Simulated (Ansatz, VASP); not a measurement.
CaSe in VASP and in Ansatz

```xyz
2
Lattice="0.0000 2.9702 2.9702 2.9702 0.0000 2.9702 2.9702 2.9702 0.0000" Properties=species:S:1:pos:R:3 pbc="T T T"
Ca    0.0000    0.0000    0.0000
Se    2.9702    2.9702    2.9702
```

Alike in both runs: task electric field gradients; functional LDA; k mesh 9 × 9 × 9; occupations fermi-dirac, width 0.03 eV; no spin polarisation.

|  | VASP | Ansatz |
| --- | --- | --- |
| version | VASP 6.6.1 | Ansatz 0.2.0 |
| potentials or method | VASP PAW LDA potentials, release 64 (Ca_sv, Se), cutoff 520 eV | all-electron PAW with datasets made for the crystal, scalar-relativistic |

|  | VASP | Ansatz | Ansatz less VASP |
| --- | --- | --- | --- |
| gap on the k mesh at the Fermi level (eV) | 1.93 | 1.95 | +0.015 |
| pressure (GPa) | -3.5 | -3.7 | -0.21 |

LDA's correlation is that of Perdew and Zunger in VASP and of Perdew and Wang (1992) in Ansatz. Ansatz ran all-electron here, and VASP with PAW potentials.
